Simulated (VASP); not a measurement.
# LiYHg (P4/mmm) in VASP: a series of runs, part 2 of 2

VASP 6.6.1. Earlier steps stand in the parts before.

## (3) Relaxation of cell and atoms, PBE

This run uses another cell than the first one, of 23.45 Å³/atom, 0.935 times its volume.

INCAR reads:

```
PREC     = Accurate       # precision mode
ENCUT    = 600            # plane-wave cutoff, eV
EDIFF    = 1E-6           # SCF threshold, eV
ISMEAR   = 0              # smearing method
SIGMA    = 0.1            # smearing width, eV
LREAL    = F              # projectors in reciprocal space
LASPH    = T              # aspherical terms in the spheres
NELM     = 80             # most SCF steps
ALGO     = Normal         # electronic algorithm
ISIF     = 3              # what is computed and relaxed
LWAVE    = F              # write WAVECAR
LCHARG   = F              # write CHGCAR
GGA      = PE             # functional
IBRION   = 2              # ionic algorithm
NSW      = 90             # ionic steps
EDIFFG   = -0.04          # ionic threshold
```

KPOINTS reads:

```
Automatic mesh
0
Gamma
  6 6 4
```

POSCAR reads:

```
LiYHg
1.0
    3.4805017652      0.0000000000      0.0000000000
    0.0000000000      3.4805017652      0.0000000000
    0.0000000000      0.0000000000      5.8076837287
Li Y Hg
1 1 1
Direct
    0.0000000000      0.0000000000      0.0000000000
    0.0000000000      0.0000000000      0.5000000000
    0.5000000000      0.5000000000      0.0000000000
```

Potentials or basis: VASP PAW PBE potentials, release 64 (Li_sv, Y_sv, Hg).

On the command line:

```console
$ cat potpaw_PBE.64/Li_sv/POTCAR potpaw_PBE.64/Y_sv/POTCAR potpaw_PBE.64/Hg/POTCAR > POTCAR
$ mpirun -np 1 vasp_std > vasp.out
```

OUTCAR:

```text
PREC = Accurate
   ENCUT = 600
   EDIFF = 1E-6
   ISMEAR = 0
   LREAL = F
   LASPH = T
   NELM = 80
   ISIF = 3
   GGA = PE
   IBRION = 2
   NSW = 90
   EDIFFG = -0.04

 ion  position               nearest neighbor table
   1  0.000  0.000  0.000-   3 2.46   3 2.46   3 2.46   3 2.46   2 2.90   2 2.90
   2  0.000  0.000  0.500-   1 2.90   1 2.90   3 3.81   3 3.81   3 3.81   3 3.81   3 3.81   3 3.81
                             3 3.81   3 3.81
   3  0.500  0.500  0.000-   1 2.46   1 2.46   1 2.46   1 2.46   2 3.81   2 3.81   2 3.81   2 3.81
                             2 3.81   2 3.81   2 3.81   2 3.81

  LATTYP: Found a simple tetragonal cell.
 ALAT       =     3.4805017652
 C/A-ratio  =     1.6686340420

  Lattice vectors:

 A1 = (   3.4805017652,   0.0000000000,   0.0000000000)
 A2 = (   0.0000000000,   3.4805017652,   0.0000000000)
 A3 = (   0.0000000000,   0.0000000000,   5.8076837287)

Analysis of symmetry for initial positions (statically):
=====================================================================
 Subroutine PRICEL returns:
 Original cell was already a primitive cell.

 Routine SETGRP: Setting up the symmetry group for a
 simple tetragonal supercell.

 Subroutine GETGRP returns: Found 16 space group operations
 (whereof 16 operations were pure point group operations)
 out of a pool of 16 trial point group operations.

The static configuration has the point symmetry D_4h.

Analysis of symmetry for dynamics (positions and initial velocities):
=====================================================================
 Subroutine PRICEL returns:
 Original cell was already a primitive cell.

 Routine SETGRP: Setting up the symmetry group for a
 simple tetragonal supercell.

 Subroutine GETGRP returns: Found 16 space group operations
 (whereof 16 operations were pure point group operations)
 out of a pool of 16 trial point group operations.

The dynamic configuration has the point symmetry D_4h.

 Subroutine INISYM returns: Found 16 space group operations
 (whereof 16 operations are pure point group operations),
 and found     1 'primitive' translations

----------------------------------------------------------------------------------------

                                     Primitive cell

  volume of cell :      70.3537

  direct lattice vectors                    reciprocal lattice vectors
     3.480501765  0.000000000  0.000000000     0.287314895  0.000000000  0.000000000
     0.000000000  3.480501765  0.000000000     0.000000000  0.287314895  0.000000000
     0.000000000  0.000000000  5.807683729     0.000000000  0.000000000  0.172185685

  length of vectors
     3.480501765  3.480501765  5.807683729     0.287314895  0.287314895  0.172185685

  position of ions in fractional coordinates (direct lattice)
     0.000000000  0.000000000  0.000000000
     0.000000000  0.000000000  0.500000000
     0.500000000  0.500000000  0.000000000

  ion indices of the primitive-cell ions
   primitive index   ion index
                 1           1
                 2           2
                 3           3

----------------------------------------------------------------------------------------
[... 53 lines left out ...]
   number of dos      NEDOS =    301   number of ions     NIONS =      3
   total plane-waves  NPLWV =  37632
   dimension x,y,z NGX =    28 NGY =   28 NGZ =   48
   dimension x,y,z NGXF=    56 NGYF=   56 NGZF=   96
   ions per type =               1   1   1
   NGX,Y,Z   is equivalent  to a cutoff of  13.37, 13.37, 13.74 a.u.
   NGXF,Y,Z  is equivalent  to a cutoff of  26.75, 26.75, 27.48 a.u.
 SYSTEM =  unknown system
   PREC   = accura    normal or accurate (medium, high low for compatibility)
   ISTART =      0    job   : 0-new  1-cont  2-samecut
   ICHARG =      2    charge: 1-file 2-atom 10-const
   ISPIN  =      1    spin polarized calculation?
   LNONCOLLINEAR =      F non collinear calculations
   LSORBIT =      F    spin-orbit coupling
   LASPH  =      T    aspherical Exc in radial PAW
   ENCUT  =  600.0 eV  44.10 Ry    6.64 a.u.   6.95  6.95 11.60*2*pi/ulx,y,z
   NELM   =     80;   NELMIN=  2; NELMDL= -5     # of ELM steps
   EDIFF  = 0.1E-05   stopping-criterion for ELM
   LREAL  =      F    real-space projection
   EDIFFG = -.4E-01   stopping-criterion for IOM
   NSW    =     90    number of steps for IOM
   IBRION =      2    ionic relax: 0-MD 1-quasi-New 2-CG
   NFREE  =      1    steps in history (QN), initial steepest desc. (CG)
   ISIF   =      3    stress and relaxation
   ISYM   =      2    0-nonsym 1-usesym 2-fastsym
   POTIM  = 0.5000    time-step for ionic-motion
   TEBEG  =    0.0;   TEEND  =   0.0 temperature during run
   PSTRESS=    0.0 pullay stress
   NELECT =      26.0000    total number of electrons
   NUPDOWN=      -1.0000    fix difference up-down
   EMIN   =  10.00;   EMAX   =-10.00  energy-range for DOS
   EFERMI =   0.00;   METHOD = LEGACY
   ISMEAR =     0;   SIGMA  =   0.10  broadening in eV -4-tet -1-fermi 0-gaus
   EFERMI_NEDOS =   21; number of points for ismear=-14 and -15
   IALGO  =     38    algorithm
   IMIX   =      4    mixing-type and parameters
     AMIX     =   0.40;   BMIX     =  1.00
     AMIX_MAG =   1.60;   BMIX_MAG =  1.00
  volume/ion in A,a.u.               =      23.45       158.26
  Fermi-wavevector in a.u.,A,eV,Ry     =   1.174817  2.220083 18.778707  1.380196
  Thomas-Fermi vector in A             =   2.311208
   LORBIT       =      0    0 simple, 1 ext, 2 COOP (PROOUT), +10 PAW based schemes
   GGA     = PE    functional components
   LHFCALC =     F    Hartree Fock is set to
   AEXX    =    0.0000 exact exchange contribution
   IVDW    =     0    specifies the selected vdW correction
   LEPSILON=     F    determine dielectric tensor
   LRPA    =     F    only Hartree local field effects (RPA)
 conjugate gradient relaxation of ions
 non-spin polarized calculation
 Gauss-broadening in eV      SIGMA  =   0.10
  energy-cutoff  :      600.00
  volume of cell :       70.35
 maximum number of plane-waves:      2368
 NGX is ok and might be reduce to    28
   NGX = 13   NGY = 13   NGZ = 23

--------------------------------------- Ionic step        1  -------------------------------------------

 number of electron      26.0000004 magnetization

 Free energy of the ion-electron system (eV)
  ---------------------------------------------------
  ext. energy  EPLUGINS =         0.00000000
  ---------------------------------------------------
  free energy    TOTEN  =        -8.14841042 eV

  energy without entropy =       -8.13216708  energy(sigma->0) =       -8.14028875

------------------------ aborting loop because EDIFF is reached ----------------------------------------

  FORCE on cell =-STRESS in cart. coord.  units (eV):
  Direction    XX          YY          ZZ          XY          YZ          ZX
  --------------------------------------------------------------------------------------
  -------------------------------------------------------------------------------------
  Total        1.3204718      1.3204718     -1.8847906      0.0000000      0.0000000      0.0000000
  in kB       30.0713589     30.0713589    -42.9226990      0.0000000      0.0000000      0.0000000
  external PRESSURE =       5.7400062 kB  Pullay stress =       0.0000000 kB
[... 135 lines left out ...]
--------------------------------------- Ionic step        5  -------------------------------------------

 number of electron      26.0000011 magnetization

 Free energy of the ion-electron system (eV)
  ---------------------------------------------------
  ext. energy  EPLUGINS =         0.00000000
  ---------------------------------------------------
  free energy    TOTEN  =        -8.22743783 eV

  energy without entropy =       -8.21398381  energy(sigma->0) =       -8.22071082

 E-fermi :   2.9583     XC(G=0):  -9.6725

 val. band max:        2.9235141952   @ k =   0.3333   0.0000   0.0000
 cond. band min:       2.9835297196   @ k =   0.5000   0.0000   0.2500
 fundamental gap:      0.0600155244
 Fermi energy:         2.9583151764

 k-point     1 :       0.0000    0.0000    0.0000
  band No.  band energies     occupation
      1     -43.3388      2.00000
      2     -40.6030      2.00000
      3     -20.6467      2.00000
      4     -20.3703      2.00000
      5     -20.3703      2.00000
      6      -4.5905      2.00000
[... 457 lines left out ...]
      4     -20.6082      2.00000
      5     -20.3437      2.00000
      6      -4.6142      2.00000
[... 9 lines left out ...]
     16       5.2406      0.00000
     17       5.3438      0.00000

 [... further k-points ...]

------------------------ aborting loop because EDIFF is reached ----------------------------------------

  FORCE on cell =-STRESS in cart. coord.  units (eV):
  Direction    XX          YY          ZZ          XY          YZ          ZX
  --------------------------------------------------------------------------------------
  -------------------------------------------------------------------------------------
  Total       -0.0214316     -0.0214316      0.0209092      0.0000000      0.0000000      0.0000000
  in kB       -0.4941181     -0.4941181      0.4820739      0.0000000      0.0000000      0.0000000
  external PRESSURE =      -0.1687208 kB  Pullay stress =       0.0000000 kB
[... 18 lines left out ...]
  FREE ENERGIE OF THE ION-ELECTRON SYSTEM (eV)
  ---------------------------------------------------
  free  energy   TOTEN  =        -8.2274378334 eV

  energy  without entropy=       -8.2139838089  energy(sigma->0) =       -8.22071082

 reached required accuracy - stopping structural energy minimisation
```

Wall time 1.7 min (1 thread of Intel Xeon Platinum 8488C (Sapphire Rapids), shared host); peak memory 0.23 GiB.

Results:

```yaml
Free_energy: -8.2274 eV
Relaxed_volume: 23.16 Å³/atom
Relaxed_cell: a = 3.552 Å, b = 3.552 Å, c = 5.506 Å, α = 90.00°, β = 90.00°, γ = 90.00°
Space_group_after_relaxing_to_0.05_Å: P4/mmm (No. 123)
Energy_gained_by_relaxing: 26.3 meV/atom
Ionic_steps: 5
Pressure_after_relaxing: 0.0 GPa
Band_gap_on_the_k_mesh: zero (band 13 reaches 3.28 eV, above the bottom of band 14 at 1.70 eV)
```

Stress tensor (GPa, compression positive):
```
-0.05  0.00  0.00
 0.00 -0.05  0.00
 0.00  0.00  0.05
```

Step by step:
| step | energy change (eV) | largest force (eV/Å) | pressure (GPa) | volume (Å³) |
| --- | --- | --- | --- | --- |
| 1 | 0.0000 | 0.0000 | 0.57 | 70.35 |
| 2 | -0.0700 | 0.0000 | -0.58 | 71.15 |
| 3 | -0.0737 | 0.0000 | -0.83 | 71.34 |
| 4 | -0.0785 | 0.0000 | -0.28 | 70.06 |
| 5 | -0.0790 | 0.0000 | -0.02 | 69.49 |

Final structure:
```cif
data_structure
_symmetry_space_group_name_H-M 'P 1'
_symmetry_Int_Tables_number 1
_cell_length_a 3.5525
_cell_length_b 3.5525
_cell_length_c 5.5065
_cell_angle_alpha 90.000
_cell_angle_beta 90.000
_cell_angle_gamma 90.000
_cell_volume 69.49
loop_
_atom_site_label
_atom_site_type_symbol
_atom_site_fract_x
_atom_site_fract_y
_atom_site_fract_z
_atom_site_occupancy
Li1 Li 0.00000 0.00000 0.00000 1
Y1 Y 0.00000 0.00000 0.50000 1
Hg1 Hg 0.50000 0.50000 0.00000 1
```

Caveat: the cutoff is under 1.25 times the usual one of these potentials, so pressure, stress and relaxed cells hold a basis-set (Pulay) error; spin-orbit coupling is left out, which moves the levels of the heavy elements.
